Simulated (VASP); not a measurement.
Set up this calculation in VASP 6.6.1, as the native input.

```
Task                   : single point
Functional             : PBE
Potentials or basis    : VASP PAW PBE potentials, release 64 (Ca_sv, H, Os)
Cutoff                 : 520 eV
k mesh                 : 12 × 12 × 10
Occupations            : gaussian, width 0.1 eV
Spin                   : collinear spin
Starting moments       : [0.0, 0.0, 0.92, 1.07] μB
Dipole correction      : no
Further INCAR settings : ALGO = Normal; EDIFF = 1e-07; NBANDS = 26
```

The structure of CaHOs2 lies in POSCAR:

```
CaHOs2
1.0
    3.6274957148      0.0000000000      0.0000000000
    0.0000000000      3.6274957148      0.0000000000
    0.0000000000      0.0000000000      5.0625565956
Ca H Os
1 1 2
Direct
    0.5000000000      0.5000000000      0.5000000000
    0.0000000000      0.0000000000      0.0000000000
    0.0000000000      0.0000000000      0.5000000000
    0.5000000000      0.5000000000      0.0000000000
```

The cell was built from a structure type or drawn by symmetry, and may not be a known phase.

The input as run:

INCAR

```
PREC = Accurate ; ENCUT = 520
EDIFF = 1E-7 ; ISMEAR = 0
SIGMA = 0.1 ; LREAL = F
LASPH = T ; NELM = 150
ALGO = Normal ; ISIF = 2
LWAVE = F ; LCHARG = T
ISPIN = 2 ; MAGMOM = 0 0 0.92 1.07
LORBIT = 11 ; LMAXMIX = 4
GGA = PE ; LELF = T
LVHAR = T ; NBANDS = 26
```

KPOINTS

```
Automatic mesh
0
Gamma
  12 12 10
```

Potentials or basis: VASP PAW PBE potentials, release 64 (Ca_sv, H, Os).

Command:

```bash
$ cat potpaw_PBE.64/Ca_sv/POTCAR potpaw_PBE.64/H/POTCAR potpaw_PBE.64/Os/POTCAR > POTCAR
$ mpirun -np 1 vasp_std > vasp.out
```

It gave:

```json
{
 "Pressure": "-0.8 GPa",
 "Net moment": "0.00 μB per cell",
 "Valence electrons inside the program's atomic spheres": "Ca 8.72; H 0.36; Os 6.88, 6.58"
}
```

Run time: 7.5 min on 1 thread of Intel(R) Xeon(R) 6975P-C (Granite Rapids), with other jobs on the host, peak memory 0.55 GiB.
